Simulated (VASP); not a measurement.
## AlRu (zincblende type): single point with PBE

AlRu (zincblende type):

```
Ru Al
1.0
     0.00000    2.44077    2.44077
     2.44077    0.00000    2.44077
     2.44077    2.44077    0.00000
Ru Al
1 1
Direct
  0.00000 0.00000 0.00000
  0.25000 0.25000 0.25000
```

```json
{"Program": "VASP 6.6.1", "Task": "single point", "Functional": "PBE", "Potentials or basis": "VASP PAW PBE potentials, release 64 (Ru_pv, Al)", "Cutoff": "520 eV", "k mesh": "12 × 12 × 12", "Occupations": "fermi-dirac, width 0.05 eV", "Spin": "no spin polarisation", "Dipole correction": "no", "Further INCAR settings": "ALGO = Normal; EDIFF = 1e-06; NBANDS = 16"}
```

```json
{"Pressure": "60.3 GPa", "Band gap on the k mesh": "zero (an odd number of electrons rules out a gap without spin polarisation)"}
```

Levels at points of the mesh, in eV from the Fermi level:
```tsv
k point	band 6	band 7	band 8	band 9	band 10	band 11	band 12	band 13
(0.00, 0.00, 0.00)	-2.69	-2.69	-1.03	-1.03	9.97	9.97	9.97	11.84
(0.50, 0.00, 0.00)	-2.50	-2.50	-0.36	-0.36	1.34	8.23	8.23	9.45
(0.50, 0.50, 0.00)	-1.06	-0.49	-0.49	0.06	2.66	3.90	3.90	9.87
```

Wall time 38 s on 1 thread of Intel Xeon 8259CL (shared host), peak memory 0.18 GiB.

Caveat: the cell stands under pressure.
